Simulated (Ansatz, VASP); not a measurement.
One calculation of Pt, two programs

```xyz
3
Lattice="2.7699 0.0000 0.0000 -1.3849 2.3988 0.0000 0.0000 0.0000 6.7872" Properties=species:S:1:pos:R:3 pbc="T T T"
Pt    0.0000    0.0000    0.0000
Pt    0.0000    1.5992    2.2624
Pt    1.3849    0.7996    4.5248
```

Alike in both runs: functional PBEsol; k mesh 18 × 18 × 8; occupations methfessel-paxton of order 1, width 0.1 eV; no spin polarisation.

Ansatz relaxed the structure, and its values are those at the end. VASP's run is a single point on that final structure, the one shown.

|  | VASP | Ansatz |
| --- | --- | --- |
| version | VASP 6.6.1 | Ansatz 0.2.0 |
| potentials or method | VASP PAW PBE potentials, release 64 (Pt) | scalar-relativistic, plane waves, PAW |
| plane-wave cutoff (eV) | 520 | 420 |
| valence electrons in the cell | 30 | 54 |

```tsv
	VASP	Ansatz	Ansatz less VASP
gap on the k mesh at the Fermi level (eV)	none	none	-
pressure (GPa)	-0.4	0.0	+0.43
```

VASP's potentials were made for PBE, not for PBEsol. A gap of «none» marks a metal or a gap that the smearing closes. VASP's potentials hold 30 valence electrons a cell and Ansatz's 54, so a difference there can come from the potentials and not from the codes.

Neither program's run includes spin-orbit coupling.
